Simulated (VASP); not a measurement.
# CdSe (I-43m) in VASP: relaxation of cell and atoms with PBE

Aim: the relaxation of cell and atoms of CdSe with PBE.

All numbers are computed with VASP 6.6.1; they aren't measurements. Logs are shortened: lines on timing, memory, paths and dates and some standing lists are left out, and cuts for length are marked.

**1. The cell of the first run**

It takes space group I-43m (No. 217, cubic). The conventional cell has a = 8.457 Å, b = 8.457 Å, c = 8.457 Å, α = 90.00°, β = 90.00°, γ = 90.00°. Within 3.4 Å of Cd (site symmetry 3m) lie 4 Se at 2.59 to 2.73 Å. Se (site symmetry 3m) has 4 Cd at 2.59 to 2.73 Å within 3.4 Å.

The cell was generated, and may not be a known phase.

**2. Relaxation of cell and atoms, PBE**

INCAR

```
SYSTEM = CdSe
ALGO     = Normal         ! electronic algorithm
EDIFF    = 1E-7           ! SCF threshold, eV
EDIFFG   = -0.01          ! ionic threshold
ENCUT    = 600            ! plane-wave cutoff, eV
GGA      = PE             ! functional
IBRION   = 2              ! ionic algorithm
ISIF     = 3              ! what is computed and relaxed
ISMEAR   = 0              ! smearing method
LASPH    = .True.         ! aspherical terms in the spheres
LCHARG   = .False.        ! write CHGCAR
LREAL    = .False.        ! projectors in reciprocal space
LWAVE    = .False.        ! write WAVECAR
NELM     = 80             ! most SCF steps
NSW      = 100            ! ionic steps
PREC     = Accurate       ! precision mode
SIGMA    = 0.02           ! smearing width, eV
```

KPOINTS

```
k-points
0
Gamma
  6 6 6
  0 0 0
```

POSCAR

```
CdSe
1.0
   -4.2283465122      4.2283465122      4.2283465122
    4.2283465122     -4.2283465122      4.2283465122
    4.2283465122      4.2283465122     -4.2283465122
Cd Se
4 4
Direct
    0.3198509148      0.0000000000      0.0000000000
    0.6801490852      0.6801490852      0.6801490852
    0.0000000000      0.3198509148      0.0000000000
    0.0000000000      0.0000000000      0.3198509148
    0.0000000000      0.6734939374      0.0000000000
    0.3265060626      0.3265060626      0.3265060626
    0.6734939374      0.0000000000      0.0000000000
    0.0000000000      0.0000000000      0.6734939374
```

Potentials or basis: VASP PAW PBE potentials, release 64 (Cd, Se).

On the command line:

```bash
> cat potpaw_PBE.64/Cd/POTCAR potpaw_PBE.64/Se/POTCAR > POTCAR
> mpirun -np 1 vasp_std > vasp.out
```

OUTCAR:

```text
SYSTEM = CdSe
   EDIFF = 1E-7
   EDIFFG = -0.01
   ENCUT = 600
   GGA = PE
   IBRION = 2
   ISIF = 3
   ISMEAR = 0
   LASPH = .True.
   LREAL = .False.
   NELM = 80
   NSW = 100
   PREC = Accurate

 ion  position               nearest neighbor table
   1  0.320  0.000  0.000-   7 2.59   6 2.73   5 2.73   8 2.73
   2  0.680  0.680  0.680-   6 2.59   8 2.73   7 2.73   5 2.73
   3  0.000  0.320  0.000-   5 2.59   6 2.73   7 2.73   8 2.73
   4  0.000  0.000  0.320-   8 2.59   6 2.73   7 2.73   5 2.73
   5  0.000  0.673  0.000-   3 2.59   2 2.73   1 2.73   4 2.73
   6  0.327  0.327  0.327-   2 2.59   1 2.73   3 2.73   4 2.73
   7  0.673  0.000  0.000-   1 2.59   2 2.73   3 2.73   4 2.73
   8  0.000  0.000  0.673-   4 2.59   2 2.73   3 2.73   1 2.73

  LATTYP: Found a body centered cubic cell.
 ALAT       =     8.4566930244

  Lattice vectors:

 A1 = (  -4.2283465122,   4.2283465122,   4.2283465122)
 A2 = (   4.2283465122,  -4.2283465122,   4.2283465122)
 A3 = (   4.2283465122,   4.2283465122,  -4.2283465122)

Analysis of symmetry for initial positions (statically):
=====================================================================
 Subroutine PRICEL returns:
 Original cell was already a primitive cell.

 Routine SETGRP: Setting up the symmetry group for a
 body centered cubic supercell.

 Subroutine GETGRP returns: Found 24 space group operations
 (whereof 24 operations were pure point group operations)
 out of a pool of 48 trial point group operations.

The static configuration has the point symmetry T_d .

Analysis of symmetry for dynamics (positions and initial velocities):
=====================================================================
 Subroutine PRICEL returns:
 Original cell was already a primitive cell.

 Routine SETGRP: Setting up the symmetry group for a
 body centered cubic supercell.

 Subroutine GETGRP returns: Found 24 space group operations
 (whereof 24 operations were pure point group operations)
 out of a pool of 48 trial point group operations.

The dynamic configuration has the point symmetry T_d .

 Subroutine INISYM returns: Found 24 space group operations
 (whereof 24 operations are pure point group operations),
 and found     1 'primitive' translations

----------------------------------------------------------------------------------------

                                     Primitive cell

  volume of cell :     302.3930

  direct lattice vectors                    reciprocal lattice vectors
    -4.228346512  4.228346512  4.228346512     0.000000000  0.118249533  0.118249533
     4.228346512 -4.228346512  4.228346512     0.118249533  0.000000000  0.118249533
     4.228346512  4.228346512 -4.228346512     0.118249533  0.118249533  0.000000000

  length of vectors
     7.323710991  7.323710991  7.323710991     0.167230093  0.167230093  0.167230093

  position of ions in fractional coordinates (direct lattice)
     0.319850915  0.000000000  0.000000000
     0.680149085  0.680149085  0.680149085
     0.000000000  0.319850915  0.000000000
     0.000000000  0.000000000  0.319850915
     0.000000000  0.673493937  0.000000000
     0.326506063  0.326506063  0.326506063
     0.673493937  0.000000000  0.000000000
     0.000000000  0.000000000  0.673493937

  ion indices of the primitive-cell ions
   primitive index   ion index
                 1           1
                 2           2
                 3           3
                 4           4
                 5           5
                 6           6
                 7           7
                 8           8

----------------------------------------------------------------------------------------

 KPOINTS: k-points

Automatic generation of k-mesh.
 Grid dimensions read from file:
 generate k-points for:    6    6    6

 Generating k-lattice:

  Cartesian coordinates                     Fractional coordinates (reciprocal lattice)
     0.000000000  0.019708255  0.019708255     0.166666667  0.000000000  0.000000000
     0.019708255  0.000000000  0.019708255     0.000000000  0.166666667  0.000000000
     0.019708255  0.019708255  0.000000000     0.000000000  0.000000000  0.166666667

  Length of vectors
     0.027871682  0.027871682  0.027871682

  Shift w.r.t. Gamma in fractional coordinates (k-lattice)
     0.000000000  0.000000000  0.000000000

 Subroutine IBZKPT returns following result:
 ===========================================

 Found     16 irreducible k-points:

 Following reciprocal coordinates:
            Coordinates               Weight
  0.000000  0.000000  0.000000      1.000000
  0.166667  0.000000  0.000000     12.000000
  0.333333  0.000000  0.000000     12.000000
  0.500000  0.000000  0.000000      6.000000
  0.166667  0.166667  0.000000     24.000000
  0.333333  0.166667 -0.000000     48.000000
[... 8 lines left out ...]
  0.500000  0.500000  0.333333     12.000000
  0.500000  0.500000  0.500000      1.000000
   k-points           NKPTS =     16   k-points in BZ     NKDIM =     16   number of bands    NBANDS=     43
   number of dos      NEDOS =    301   number of ions     NIONS =      8
   total plane-waves  NPLWV = 216000
   dimension x,y,z NGX =    60 NGY =   60 NGZ =   60
   dimension x,y,z NGXF=   120 NGYF=  120 NGZF=  120
   ions per type =               4   4
   NGX,Y,Z   is equivalent  to a cutoff of  13.62, 13.62, 13.62 a.u.
   NGXF,Y,Z  is equivalent  to a cutoff of  27.24, 27.24, 27.24 a.u.
 SYSTEM =  CdSe
   PREC   = accura    normal or accurate (medium, high low for compatibility)
   ISTART =      0    job   : 0-new  1-cont  2-samecut
   ICHARG =      2    charge: 1-file 2-atom 10-const
   ISPIN  =      1    spin polarized calculation?
   LNONCOLLINEAR =      F non collinear calculations
   LSORBIT =      F    spin-orbit coupling
   LASPH  =      T    aspherical Exc in radial PAW
   ENCUT  =  600.0 eV  44.10 Ry    6.64 a.u.  14.63 14.63 14.63*2*pi/ulx,y,z
   NELM   =     80;   NELMIN=  2; NELMDL= -5     # of ELM steps
   EDIFF  = 0.1E-06   stopping-criterion for ELM
   LREAL  =      F    real-space projection
   EDIFFG = -.1E-01   stopping-criterion for IOM
   NSW    =    100    number of steps for IOM
   IBRION =      2    ionic relax: 0-MD 1-quasi-New 2-CG
   NFREE  =      1    steps in history (QN), initial steepest desc. (CG)
   ISIF   =      3    stress and relaxation
   ISYM   =      2    0-nonsym 1-usesym 2-fastsym
   POTIM  = 0.5000    time-step for ionic-motion
   TEBEG  =    0.0;   TEEND  =   0.0 temperature during run
   PSTRESS=    0.0 pullay stress
   NELECT =      72.0000    total number of electrons
   NUPDOWN=      -1.0000    fix difference up-down
   EMIN   =  10.00;   EMAX   =-10.00  energy-range for DOS
   EFERMI =   0.00;   METHOD = LEGACY
   ISMEAR =     0;   SIGMA  =   0.02  broadening in eV -4-tet -1-fermi 0-gaus
   EFERMI_NEDOS =   21; number of points for ismear=-14 and -15
   IALGO  =     38    algorithm
   IMIX   =      4    mixing-type and parameters
     AMIX     =   0.40;   BMIX     =  1.00
     AMIX_MAG =   1.60;   BMIX_MAG =  1.00
  volume/ion in A,a.u.               =      37.80       255.08
  Fermi-wavevector in a.u.,A,eV,Ry     =   1.014678  1.917464 14.008182  1.029572
  Thomas-Fermi vector in A             =   2.147920
   LORBIT       =      0    0 simple, 1 ext, 2 COOP (PROOUT), +10 PAW based schemes
   GGA     = PE    functional components
   LHFCALC =     F    Hartree Fock is set to
   AEXX    =    0.0000 exact exchange contribution
   IVDW    =     0    specifies the selected vdW correction
   LEPSILON=     F    determine dielectric tensor
   LRPA    =     F    only Hartree local field effects (RPA)
 conjugate gradient relaxation of ions
 non-spin polarized calculation
 Gauss-broadening in eV      SIGMA  =   0.02
  energy-cutoff  :      600.00
  volume of cell :      302.39
 maximum number of plane-waves:     10192
 NGX is ok and might be reduce to    60
   NGX = 29   NGY = 29   NGZ = 29

--------------------------------------- Ionic step        1  -------------------------------------------

 number of electron      72.0000003 magnetization

 Free energy of the ion-electron system (eV)
  ---------------------------------------------------
  ext. energy  EPLUGINS =         0.00000000
  ---------------------------------------------------
  free energy    TOTEN  =       -21.06700550 eV

  energy without entropy =      -21.06700550  energy(sigma->0) =      -21.06700550

------------------------ aborting loop because EDIFF is reached ----------------------------------------

  FORCE on cell =-STRESS in cart. coord.  units (eV):
  Direction    XX          YY          ZZ          XY          YZ          ZX
  --------------------------------------------------------------------------------------
  -------------------------------------------------------------------------------------
  Total        0.3990050      0.3990050      0.3990050      0.0000000      0.0000000     -0.0000000
  in kB        2.1140598      2.1140598      2.1140598      0.0000000      0.0000000     -0.0000000
  external PRESSURE =       2.1140598 kB  Pullay stress =       0.0000000 kB
[... 279 lines left out ...]
  energy  without entropy=      -21.0687243668  energy(sigma->0) =      -21.06872437

--------------------------------------- Ionic step        8  -------------------------------------------

 number of electron      72.0000011 magnetization

 Free energy of the ion-electron system (eV)
  ---------------------------------------------------
  ext. energy  EPLUGINS =         0.00000000
  ---------------------------------------------------
  free energy    TOTEN  =       -21.06891908 eV

  energy without entropy =      -21.06891908  energy(sigma->0) =      -21.06891908

 E-fermi :  -0.8726     XC(G=0):  -7.2453

 val. band max:       -0.9803162552   @ k =   0.5000   0.5000   0.5000
 cond. band min:      -0.0846741756   @ k =   0.0000   0.0000   0.0000
 fundamental gap:      0.8956420797
 Fermi energy:        -0.8725874841

 k-point     1 :       0.0000    0.0000    0.0000
  band No.  band energies     occupation
      1     -13.0429      2.00000
      2     -12.5473      2.00000
      3     -12.5473      2.00000
      4     -12.5473      2.00000
      5      -8.6321      2.00000
      6      -8.6321      2.00000
[... 760 lines left out ...]
  FREE ENERGIE OF THE ION-ELECTRON SYSTEM (eV)
  ---------------------------------------------------
  free  energy   TOTEN  =       -21.0689190754 eV

  energy  without entropy=      -21.0689190754  energy(sigma->0) =      -21.06891908

 reached required accuracy - stopping structural energy minimisation
```

It took 12 min on 1 thread of Intel Xeon 6975P-C (Granite Rapids), shared host; peak memory 0.65 GiB.

What came out:

| Item | Value |
| --- | --- |
| Free energy | -21.0689 eV |
| Relaxed volume | 38.05 Å³/atom |
| Relaxed cell | a = 7.340 Å, b = 7.340 Å, c = 7.340 Å, α = 109.47°, β = 109.47°, γ = 109.47° |
| Space group after relaxing (to 0.1 Å) | I-43m (No. 217) |
| Energy gained by relaxing | 0.2 meV/atom |
| Ionic steps | 8 |
| Pressure after relaxing | 0.0 GPa |
| Largest force after relaxing | 0.003 eV/Å |
| Band gap on the k mesh | 0.90 eV (least direct gap 0.94 eV) |

Forces in eV/Å, atoms in the order of the input:
```
Cd   0.000  0.000  0.000
Cd   0.000  0.000  0.000
Cd   0.000  0.000  0.000
Cd   0.000  0.000  0.000
Se  -0.002  0.002 -0.002
Se   0.002  0.002  0.002
Se   0.002 -0.002 -0.002
Se  -0.002 -0.002  0.002
```

Step by step:
```tsv
step	energy change (eV)	largest force (eV/Å)	pressure (GPa)	volume (Å³)
1	0.0000	0.0304	0.21	302.39
2	-0.0014	0.0318	-0.03	304.58
3	-0.0014	0.0317	-0.01	304.38
4	-0.0015	0.0182	-0.01	304.39
5	-0.0016	0.0326	0.00	304.40
6	-0.0016	0.0266	0.00	304.40
7	-0.0017	0.0208	0.00	304.41
8	-0.0019	0.0030	-0.01	304.44
```

Final structure:
```
Cd Se
1.0
    -4.23784    4.23784    4.23784
     4.23784   -4.23784    4.23784
     4.23784    4.23784   -4.23784
Cd Se
4 4
Direct
  0.31846 0.00000 0.00000
  0.68154 0.68154 0.68154
  0.00000 0.31846 0.00000
  0.00000 0.00000 0.31846
  0.00000 0.67283 0.00000
  0.32717 0.32717 0.32717
  0.67283 0.00000 0.00000
  0.00000 0.00000 0.67283
```

A k mesh can miss the band edges.
